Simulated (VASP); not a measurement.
# Nb3N5 (Cmcm) in VASP: further runs

Nb3N5 is run at these levels: PBEsol; tasks: single point, relaxation of shape and atoms at fixed volume.

Everything below comes from runs of VASP 6.6.1. Logs are shortened: lines on timing, memory, paths and dates and some standing lists are left out, and cuts for length are marked.

## 1. The cell of the first run

It takes space group Cmcm (No. 63, orthorhombic). The conventional cell has a = 3.928 Å, b = 10.439 Å, c = 10.474 Å, α = 90.00°, β = 90.00°, γ = 90.00°. Nb (site symmetry m) has 6 N at 1.96 to 2.32 Å within 2.6 Å. Within 2.7 Å of Nb (site symmetry m2m) lie 6 N at 2.06 to 2.15 Å. N (site symmetry m) has 4 Nb at 2.08 to 2.32 Å and 5 N at 2.72 to 2.80 Å within 2.9 Å. Within 2.8 Å of N (site symmetry m) lie 3 Nb at 1.96 to 2.15 Å and 3 N at 2.65 to 2.77 Å. Within 2.8 Å of N (site symmetry m2m) lie 4 Nb at 2.06 to 2.30 Å and 4 N at 2.72 Å.

## 2. Single point, PBEsol (13.42 Å³/atom)

Contents of INCAR:

```
SYSTEM = Nb3N5
PREC = Accurate ; ENCUT = 600
EDIFF = 1E-6 ; ISMEAR = 0
SIGMA = 0.02 ; LREAL = .FALSE.
LASPH = .TRUE. ; NELM = 120
ALGO = Normal ; ISIF = 2
LWAVE = .FALSE. ; LCHARG = .FALSE.
GGA = PS ; NBANDS = 78
GGA_COMPAT = .FALSE. ; KPAR = 4
```

Contents of KPOINTS:

```
regular mesh
0
G
  8 8 4
  0 0 0
```

Contents of POSCAR:

```
Nb3N5
1.0
    1.9638676141     -5.2193983083      0.0000000000
    1.9638676141      5.2193983083      0.0000000000
    0.0000000000      0.0000000000     10.4742892945
Nb N
6 10
Direct
    0.8695770320      0.1304229680      0.4422288261
    0.8695770320      0.1304229680      0.0577711739
    0.7952372353      0.2047627647      0.7500000000
    0.2047627647      0.7952372353      0.2500000000
    0.1304229680      0.8695770320      0.5577711739
    0.1304229680      0.8695770320      0.9422288261
    0.6920540966      0.3079459034      0.9241642128
    0.9529280917      0.0470719083      0.6176603818
    0.9529280917      0.0470719083      0.8823396182
    0.6920540966      0.3079459034      0.5758357872
    0.7632175758      0.2367824242      0.2500000000
    0.0470719083      0.9529280917      0.3823396182
    0.3079459034      0.6920540966      0.0758357872
    0.3079459034      0.6920540966      0.4241642128
    0.2367824242      0.7632175758      0.7500000000
    0.0470719083      0.9529280917      0.1176603818
```

Potentials or basis: VASP PAW PBE potentials, release 64 (Nb_sv, N).

Run with:

```sh
cat potpaw_PBE.64/Nb_sv/POTCAR potpaw_PBE.64/N/POTCAR > POTCAR
mpirun -np 4 vasp_std > vasp.out
```

OUTCAR:

```text
SYSTEM = Nb3N5
   PREC = Accurate
   ENCUT = 600
   EDIFF = 1E-6
   ISMEAR = 0
   LREAL = .FALSE.
   LASPH = .TRUE.
   NELM = 120
   ISIF = 2
   GGA = PS

 ion  position               nearest neighbor table
   1  0.870  0.130  0.442-  12 1.96   8 2.03  14 2.08  14 2.08  11 2.30  10 2.32   5 2.98
   2  0.870  0.130  0.058-  16 1.96   9 2.03  13 2.08  13 2.08  11 2.30   7 2.32   6 2.98
   3  0.795  0.205  0.750-  15 2.06  15 2.06  10 2.12   7 2.12   8 2.15   9 2.15
   4  0.205  0.795  0.250-  11 2.06  11 2.06  14 2.12  13 2.12  16 2.15  12 2.15
   5  0.130  0.870  0.558-   8 1.96  12 2.03  10 2.08  10 2.08  15 2.30  14 2.32   1 2.98
   6  0.130  0.870  0.942-   9 1.96  16 2.03   7 2.08   7 2.08  15 2.30  13 2.32   2 2.98
   7  0.692  0.308  0.924-   6 2.08   6 2.08   3 2.12   2 2.32
   8  0.953  0.047  0.618-   5 1.96   1 2.03   3 2.15
   9  0.953  0.047  0.882-   6 1.96   2 2.03   3 2.15
  10  0.692  0.308  0.576-   5 2.08   5 2.08   3 2.12   1 2.32
  11  0.763  0.237  0.250-   4 2.06   4 2.06   2 2.30   1 2.30
  12  0.047  0.953  0.382-   1 1.96   5 2.03   4 2.15
  13  0.308  0.692  0.076-   2 2.08   2 2.08   4 2.12   6 2.32
  14  0.308  0.692  0.424-   1 2.08   1 2.08   4 2.12   5 2.32
  15  0.237  0.763  0.750-   3 2.06   3 2.06   6 2.30   5 2.30
  16  0.047  0.953  0.118-   2 1.96   6 2.03   4 2.15

  LATTYP: Found a base centered orthorhombic cell.
 ALAT       =     3.9277352282
 B/A-ratio  =     2.6577139268
 C/A-ratio  =     2.6667503500

  Lattice vectors:

 A1 = (   1.9638676141,  -5.2193983083,   0.0000000000)
 A2 = (   1.9638676141,   5.2193983083,   0.0000000000)
 A3 = (   0.0000000000,   0.0000000000,  10.4742892945)

Analysis of symmetry for initial positions (statically):
=====================================================================
 Subroutine PRICEL returns:
 Original cell was already a primitive cell.

 Routine SETGRP: Setting up the symmetry group for a
 base centered orthorhombic supercell.

 Subroutine GETGRP returns: Found  8 space group operations
 (whereof  4 operations were pure point group operations)
 out of a pool of  8 trial point group operations.

The static configuration has the point symmetry C_2h.
 The point group associated with its full space group is D_2h.

Analysis of symmetry for dynamics (positions and initial velocities):
=====================================================================
 Subroutine PRICEL returns:
 Original cell was already a primitive cell.

 Routine SETGRP: Setting up the symmetry group for a
 base centered orthorhombic supercell.

 Subroutine GETGRP returns: Found  8 space group operations
 (whereof  4 operations were pure point group operations)
 out of a pool of  8 trial point group operations.

The dynamic configuration has the point symmetry C_2h.
 The point group associated with its full space group is D_2h.

 Subroutine INISYM returns: Found  8 space group operations
 (whereof  4 operations are pure point group operations),
 and found     1 'primitive' translations

----------------------------------------------------------------------------------------

                                     Primitive cell

  volume of cell :     214.7273

  direct lattice vectors                    reciprocal lattice vectors
     1.963867614 -5.219398308  0.000000000     0.254599646 -0.095796483  0.000000000
     1.963867614  5.219398308  0.000000000     0.254599646  0.095796483  0.000000000
     0.000000000  0.000000000 10.474289295     0.000000000  0.000000000  0.095471871

  length of vectors
     5.576638298  5.576638298 10.474289295     0.272025635  0.272025635  0.095471871

  position of ions in fractional coordinates (direct lattice)
     0.869577032  0.130422968  0.442228826
     0.869577032  0.130422968  0.057771174
     0.795237235  0.204762765  0.750000000
     0.204762765  0.795237235  0.250000000
     0.130422968  0.869577032  0.557771174
     0.130422968  0.869577032  0.942228826
[... 8 lines left out ...]
     0.236782424  0.763217576  0.750000000
     0.047071908  0.952928092  0.117660382

  ion indices of the primitive-cell ions
   primitive index   ion index
                 1           1
                 2           2
                 3           3
                 4           4
                 5           5
                 6           6
[... 8 lines left out ...]
                15          15
                16          16

----------------------------------------------------------------------------------------

 KPOINTS: regular mesh

Automatic generation of k-mesh.
 Grid dimensions read from file:
 generate k-points for:    8    8    4

 Generating k-lattice:

  Cartesian coordinates                     Fractional coordinates (reciprocal lattice)
     0.031824956 -0.011974560  0.000000000     0.125000000  0.000000000  0.000000000
     0.031824956  0.011974560  0.000000000     0.000000000  0.125000000  0.000000000
     0.000000000  0.000000000  0.023867968     0.000000000  0.000000000  0.250000000

  Length of vectors
     0.034003204  0.034003204  0.023867968

  Shift w.r.t. Gamma in fractional coordinates (k-lattice)
     0.000000000  0.000000000  0.000000000

 Subroutine IBZKPT returns following result:
 ===========================================

 Found     63 irreducible k-points:

 Following reciprocal coordinates:
            Coordinates               Weight
  0.000000  0.000000  0.000000      1.000000
  0.125000  0.000000  0.000000      4.000000
  0.250000  0.000000  0.000000      4.000000
  0.375000  0.000000  0.000000      4.000000
  0.500000  0.000000  0.000000      2.000000
  0.125000  0.125000  0.000000      2.000000
[... 16 lines left out ...]
  0.125000  0.000000  0.250000      8.000000
  0.250000  0.000000  0.250000      8.000000
 [... further k-points ...]
   k-points           NKPTS =     63   k-points in BZ     NKDIM =     63   number of bands    NBANDS=     78
   number of dos      NEDOS =    301   number of ions     NIONS =     16
   total plane-waves  NPLWV = 193536
   dimension x,y,z NGX =    48 NGY =   48 NGZ =   84
   dimension x,y,z NGXF=    96 NGYF=   96 NGZF=  168
   ions per type =               6  10
   NGX,Y,Z   is equivalent  to a cutoff of  14.31, 14.31, 13.33 a.u.
   NGXF,Y,Z  is equivalent  to a cutoff of  28.62, 28.62, 26.66 a.u.
 SYSTEM =  Nb3N5
   PREC   = accura    normal or accurate (medium, high low for compatibility)
   ISTART =      0    job   : 0-new  1-cont  2-samecut
   ICHARG =      2    charge: 1-file 2-atom 10-const
   ISPIN  =      1    spin polarized calculation?
   LNONCOLLINEAR =      F non collinear calculations
   LSORBIT =      F    spin-orbit coupling
   LASPH  =      T    aspherical Exc in radial PAW
   ENCUT  =  600.0 eV  44.10 Ry    6.64 a.u.  11.14 11.14 20.92*2*pi/ulx,y,z
   NELM   =    120;   NELMIN=  2; NELMDL= -5     # of ELM steps
   EDIFF  = 0.1E-05   stopping-criterion for ELM
   LREAL  =      F    real-space projection
   EDIFFG = 0.1E-04   stopping-criterion for IOM
   NSW    =      0    number of steps for IOM
   IBRION =     -1    ionic relax: 0-MD 1-quasi-New 2-CG
   NFREE  =      0    steps in history (QN), initial steepest desc. (CG)
   ISIF   =      2    stress and relaxation
   ISYM   =      2    0-nonsym 1-usesym 2-fastsym
   POTIM  = 0.5000    time-step for ionic-motion
   TEBEG  =    0.0;   TEEND  =   0.0 temperature during run
   PSTRESS=    0.0 pullay stress
   NELECT =     128.0000    total number of electrons
   NUPDOWN=      -1.0000    fix difference up-down
   EMIN   =  10.00;   EMAX   =-10.00  energy-range for DOS
   EFERMI =   0.00;   METHOD = LEGACY
   ISMEAR =     0;   SIGMA  =   0.02  broadening in eV -4-tet -1-fermi 0-gaus
   EFERMI_NEDOS =   21; number of points for ismear=-14 and -15
   IALGO  =     38    algorithm
   IMIX   =      4    mixing-type and parameters
     AMIX     =   0.40;   BMIX     =  1.00
     AMIX_MAG =   1.60;   BMIX_MAG =  1.00
  volume/ion in A,a.u.               =      13.42        90.57
  Fermi-wavevector in a.u.,A,eV,Ry     =   1.377788  2.603642 25.827939  1.898300
  Thomas-Fermi vector in A             =   2.502909
   LORBIT       =      0    0 simple, 1 ext, 2 COOP (PROOUT), +10 PAW based schemes
   GGA     = PS    functional components
   LHFCALC =     F    Hartree Fock is set to
   AEXX    =    0.0000 exact exchange contribution
   IVDW    =     0    specifies the selected vdW correction
   LEPSILON=     F    determine dielectric tensor
   LRPA    =     F    only Hartree local field effects (RPA)
 non-spin polarized calculation
 Gauss-broadening in eV      SIGMA  =   0.02
  energy-cutoff  :      600.00
  volume of cell :      214.73
 maximum number of plane-waves:      7192
 NGX is ok and might be reduce to    48
   NGX = 23   NGY = 23   NGZ = 41

 number of electron     128.0000002 magnetization

 Free energy of the ion-electron system (eV)
  ---------------------------------------------------
  ext. energy  EPLUGINS =         0.00000000
  ---------------------------------------------------
  free energy    TOTEN  =      -166.92575135 eV

  energy without entropy =     -166.92575135  energy(sigma->0) =     -166.92575135

 E-fermi :   6.3251     XC(G=0): -11.1240

 val. band max:        6.1146828832   @ k =   0.1250   0.1250   0.0000
 cond. band min:       6.9022614576   @ k =   0.5000   0.5000   0.0000
 fundamental gap:      0.7875785745
 Fermi energy:         6.3250556112

 k-point     1 :       0.0000    0.0000    0.0000
  band No.  band energies     occupation
      1     -49.1907      2.00000
      2     -49.1881      2.00000
      3     -48.9996      2.00000
      4     -48.9972      2.00000
      5     -48.9455      2.00000
      6     -48.9451      2.00000
[... 68 lines left out ...]
     75       9.4118      0.00000
     76       9.6687      0.00000

 k-point     2 :       0.1250    0.0000    0.0000
  band No.  band energies     occupation
      1     -49.1901      2.00000
      2     -49.1877      2.00000
      3     -48.9983      2.00000
      4     -48.9963      2.00000
      5     -48.9461      2.00000
      6     -48.9458      2.00000
[... 1730 lines left out ...]
 k-point    24 :       0.2500    0.0000    0.2500
  band No.  band energies     occupation
      1     -49.1881      2.00000
      2     -49.1869      2.00000
      3     -48.9948      2.00000
      4     -48.9940      2.00000
      5     -48.9478      2.00000
      6     -48.9475      2.00000
[... 68 lines left out ...]
     75       9.1712      0.00000
     76       9.2101      0.00000

 [... further k-points ...]

 [bands above 76 left out]

------------------------ aborting loop because EDIFF is reached ----------------------------------------

  FORCE on cell =-STRESS in cart. coord.  units (eV):
  Direction    XX          YY          ZZ          XY          YZ          ZX
  --------------------------------------------------------------------------------------
  -------------------------------------------------------------------------------------
  Total      -16.1998609    -16.1722902    -16.1441732      0.0000000      0.0000000      0.0000000
  in kB     -120.8744913   -120.6687734   -120.4589801      0.0000000      0.0000000      0.0000000
  external PRESSURE =    -120.6674149 kB  Pullay stress =       0.0000000 kB

 VOLUME and BASIS-vectors are now :
 -----------------------------------------------------------------------------
  energy-cutoff  :      600.00
  volume of cell :      214.73
      direct lattice vectors                 reciprocal lattice vectors
     1.963867614 -5.219398308  0.000000000     0.254599646 -0.095796483  0.000000000
     1.963867614  5.219398308  0.000000000     0.254599646  0.095796483  0.000000000
     0.000000000  0.000000000 10.474289295     0.000000000  0.000000000  0.095471871

 POSITION                                       TOTAL-FORCE (eV/Angst)
 -----------------------------------------------------------------------------------
      1.96387     -3.85794      4.63203         0.000000     -0.003551      0.002590
      1.96387     -3.85794      0.60511         0.000000     -0.003551     -0.002590
      1.96387     -3.08192      7.85572         0.000000      0.000409      0.000000
      1.96387      3.08192      2.61857         0.000000     -0.000409      0.000000
      1.96387      3.85794      5.84226         0.000000      0.003551     -0.002590
      1.96387      3.85794      9.86918         0.000000      0.003551      0.002590
[... 8 lines left out ...]
      1.96387      2.74767      7.85572         0.000000     -0.001407      0.000000
      1.96387      4.72802      1.23241         0.000000      0.001414     -0.005437
 -----------------------------------------------------------------------------------
    total drift:                               -0.000000     -0.000000      0.000000

  FREE ENERGIE OF THE ION-ELECTRON SYSTEM (eV)
  ---------------------------------------------------
  free  energy   TOTEN  =      -166.9257513537 eV

  energy  without entropy=     -166.9257513537  energy(sigma->0) =     -166.92575135
```

Wall time 9.5 min (4 MPI ranks of Intel Xeon Platinum 8259CL at 2.50GHz (Skylake/Cascade Lake), shared host); peak memory 1.1 GiB.

Results:

```
Free energy            : -166.9258 eV
Pressure               : -12.1 GPa
Largest force          : 0.006 eV/Å
Band gap on the k mesh : 0.79 eV (least direct gap 1.02 eV)
```

Forces in eV/Å, atoms in the order of the input:
```
Nb   0.000 -0.004  0.003
Nb   0.000 -0.004 -0.003
Nb   0.000  0.000  0.000
Nb   0.000  0.000  0.000
Nb   0.000  0.004 -0.003
Nb   0.000  0.004  0.003
N    0.000  0.001 -0.005
N    0.000 -0.001 -0.005
N    0.000 -0.001  0.005
N    0.000  0.001  0.005
N    0.000  0.001  0.000
N    0.000  0.001  0.005
N    0.000 -0.001  0.005
N    0.000 -0.001 -0.005
N    0.000 -0.001  0.000
N    0.000  0.001 -0.005
```

Caveat: the cell stands under tension; semilocal functionals underestimate gaps, and a narrow one can read as zero; the PAW data sets were made with another functional, which shifts forces and pressure a little.

[end of part 1 of 3]
